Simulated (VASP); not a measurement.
Input of a VASP 6.6.1 run:

Contents of INCAR:

```
SYSTEM = SbAs2
ALGO = Normal
EDIFF = 1E-7
ENCUT = 520
GGA = PE
ISIF = 2
ISMEAR = 0
LASPH = .TRUE.
LCHARG = .FALSE.
LREAL = .FALSE.
LWAVE = .FALSE.
NBANDS = 24
NELM = 60
PREC = Accurate
SIGMA = 0.1
```

File KPOINTS:

```
k-points
0
G
  8 8 8
  0 0 0
```

The input POSCAR:

```
SbAs2
1.0
    0.0000000000      4.0496469826      4.0496469826
    4.0496469826      0.0000000000      4.0496469826
    4.0496469826      4.0496469826      0.0000000000
Sb As
2 4
Direct
    0.0000000000      0.0000000000      0.0000000000
    0.2500000000      0.2500000000      0.2500000000
    0.6250000000      0.6250000000      0.6250000000
    0.1250000000      0.6250000000      0.6250000000
    0.6250000000      0.1250000000      0.6250000000
    0.6250000000      0.6250000000      0.1250000000
```

Potentials or basis: VASP PAW PBE potentials, release 64 (Sb, As).

Run with:

```console
$ cat potpaw_PBE.64/Sb/POTCAR potpaw_PBE.64/As/POTCAR > POTCAR
$ mpirun -np 1 vasp_std > vasp.out
```

Problem. Predict the pressure.

Solution. -0.1 GPa.

Problem. Estimate the band gap on the k mesh.

Solution. Zero (band 15 reaches 7.61 eV, above the bottom of band 16 at 6.22 eV).

Caveat: spin-orbit coupling is left out, which moves the levels of the heavy elements.
